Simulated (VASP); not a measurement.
A run of VASP 6.6.1:

File INCAR:

```
SYSTEM = MgO
PREC     = Accurate       ! precision mode
ENCUT    = 520            ! plane-wave cutoff, eV
EDIFF    = 1E-6           ! SCF threshold, eV
ISMEAR   = 0              ! smearing method
SIGMA    = 0.05           ! smearing width, eV
LREAL    = .False.        ! projectors in reciprocal space
LASPH    = .True.         ! aspherical terms in the spheres
NELM     = 100            ! most SCF steps
ALGO     = Normal         ! electronic algorithm
ISIF     = 2              ! what is computed and relaxed
LWAVE    = .False.        ! write WAVECAR
LCHARG   = .False.        ! write CHGCAR
GGA      = PS             ! functional
NBANDS   = 11             ! bands
```

File KPOINTS:

```
Automatic mesh
0
Gamma
  9 9 8
  0 0 0
```

The input POSCAR:

```
MgO
1.0
    3.3787240389      0.0000000000      0.0000000000
   -1.6893620195      2.9260608501      0.0000000000
    0.0000000000      0.0000000000      2.6796800000
Mg O
1 1
Direct
    0.0000000000      0.0000000000      0.0000000000
    0.3333333333      0.6666666667      0.5000000000
```

Potentials or basis: VASP PAW PBE potentials, release 64 (Mg, O).

The run is started by

```console
$ cat potpaw_PBE.64/Mg/POTCAR potpaw_PBE.64/O/POTCAR > POTCAR
$ mpirun -np 1 vasp_std > vasp.out
```

Hardware: 1 thread of Intel(R) Xeon(R) 6975P-C (Granite Rapids) (shared host).

Question: How long does it take, and how much memory?

Answer: Wall time 9.4 s on 1 thread of Intel(R) Xeon(R) 6975P-C (Granite Rapids), with other jobs on the host, peak memory 0.15 GiB. Counts: scf iterations 13, k points 60.
